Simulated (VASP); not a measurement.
Write the native input for VASP 6.6.1 that does the following.

```yaml
Task: single point
Functional: PBE
Potentials_or_basis: VASP PAW PBE potentials, release 64 (Ta_pv, P, Au)
Cutoff: 520 eV
k_mesh: 3 × 3 × 6
Occupations: gaussian, width 0.1 eV
Spin: no spin polarisation
Dipole_correction: no
Further_INCAR_settings: ALGO = Normal; EDIFF = 1e-06; NBANDS = 33
```

The structure of Ta2P3Au lies in POSCAR:

```
Ta2P3Au
1.0
    5.2224438264     -0.0000000025      0.0000000000
   -2.6112219111      4.5227690248      0.0000000000
    0.0000000000      0.0000000000      4.1828129080
Ta P Au
2 3 1
Direct
    0.3333333333      0.6666666667      0.0000000000
    0.6666666667      0.3333333333      0.0000000000
    0.5000000000      0.0000000000      0.5000000000
    0.5000000000      0.5000000000      0.5000000000
    0.0000000000      0.5000000000      0.5000000000
    0.0000000000      0.0000000000      0.0000000000
```

The input as run:

INCAR

```
SYSTEM = Ta2P3Au
PREC = Accurate
ENCUT = 520
EDIFF = 1E-6
ISMEAR = 0
SIGMA = 0.1
LREAL = .False.
LASPH = .True.
NELM = 60
ALGO = Normal
ISIF = 2
LWAVE = .False.
LCHARG = .False.
GGA = PE
NBANDS = 33
```

KPOINTS

```
regular mesh
0
Gamma
  3 3 6
  0 0 0
```

Potentials or basis: VASP PAW PBE potentials, release 64 (Ta_pv, P, Au).

The run is started by

```sh
$ cat potpaw_PBE.64/Ta_pv/POTCAR potpaw_PBE.64/P/POTCAR potpaw_PBE.64/Au/POTCAR > POTCAR
$ mpirun -np 1 vasp_std > vasp.out
```

Results of the run:

| Property | Result |
| --- | --- |
| Pressure | 0.2 GPa |
| Band gap on the k mesh | zero (band 24 reaches 8.52 eV, above the bottom of band 25 at 7.81 eV) |

Caveat: the k points lie up to 0.46 Å⁻¹ apart; spin-orbit coupling is left out, which moves the levels of the heavy elements.

Run time: 54 s on 1 thread of Intel(R) Xeon(R) Platinum 8259CL CPU @ 2.50GHz (Skylake/Cascade Lake) (shared host), peak memory 0.23 GiB.
